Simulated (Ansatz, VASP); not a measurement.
Au: VASP beside Ansatz

The input POSCAR:

```
Au
1.0
    0.0000000000      2.0718428900      2.0718428900
    2.0718428900      0.0000000000      2.0718428900
    2.0718428900      2.0718428900      0.0000000000
Au
1
Direct
    0.0000000000      0.0000000000      0.0000000000
```

File INCAR.step1:

```
SYSTEM = Au
PREC = Accurate
ENCUT = 520
ISMEAR = -1
SIGMA = 0.0617
LREAL = .False.
LASPH = .True.
NELM = 100
NBANDS = 12
GGA = PE
ALGO = Normal
EDIFF = 1E-4
LWAVE = .True.
LCHARG = .False.
```

The input INCAR.step2:

```
SYSTEM = Au
PREC = Accurate
ENCUT = 520
EDIFF = 1E-6
ISMEAR = -1
SIGMA = 0.0617
LREAL = .False.
LASPH = .True.
NELM = 100
ALGO = Normal
ISIF = 2
LWAVE = .False.
LCHARG = .False.
METAGGA = R2SCAN
LMIXTAU = .True.
NBANDS = 12
ISTART = 1
```

File KPOINTS:

```
regular mesh
0
Gamma
  14 14 14
  0 0 0
```

Input for Ansatz:

```yaml
crystal:
  lattice:
    - [0.0, 2.07184289, 2.07184289]
    - [2.07184289, 0.0, 2.07184289]
    - [2.07184289, 2.07184289, 0.0]
  atoms:
    - { symbol: Au, position: [0.0, 0.0, 0.0] }
  symmetry: { tolerance: 0.0003 }
kpoints:
  mp_grid: { grid: [14, 14, 14], shift: [0, 0, 0] }
  band_path:
    path:
      - [0.0, 0.0, 0.0]
      - [0.5, 0.0, 0.5]
      - [0.625, 0.25, 0.625]
      - [0.375, 0.375, 0.75]
      - [0.0, 0.0, 0.0]
      - [0.5, 0.5, 0.5]
      - [0.5, 0.25, 0.75]
      - [0.5, 0.0, 0.5]
    npoints: 8
magnetization:
  spin_polarized: false
scf:
  occupations: { method: fermi_dirac, width: 0.0617 }
  lower_state_search: "off"
  max_iter: 200
hamiltonian:
  pseudopotentials: { kind: paw }
  xc: r2scan
basis:
  ecutwfc: 500
  fft_grid_basis: typed
output:
  forces: true
  stress: true
  eigenvalues: true
  bader: true
  populations: true
  elf: true
  write_potential: true
  volumetric_format: npy
  dos:
    e_range: [-12, 8]
    de: 0.05
    projected: { site_lists: { Au: [Au] } }
checkpoint:
  read: saved_state
```

Alike in both runs: task single point; functional r2SCAN; k mesh 14 × 14 × 14; occupations fermi-dirac, width 0.0617 eV; no spin polarisation.

|  | VASP | Ansatz |
| --- | --- | --- |
| version | VASP 6.6.1 | Ansatz 0.2.0 |
| potentials or method | VASP PAW PBE potentials, release 64 (Au), cutoff 520 eV | PAW plane waves |
| valence electrons in the cell | 11 | 19 |

Ansatz gave:

| Quantity | Value |
| --- | --- |
| pressure (GPa) | -2.1 |

Task: What did VASP give for the same quantities?

Result: Pressure (GPa): -1.8.

VASP's potentials were made for PBE, not for r2SCAN. VASP's potentials hold 11 valence electrons a cell and Ansatz's 19, so a difference there can come from the potentials and not from the codes.

Neither program's run includes spin-orbit coupling.
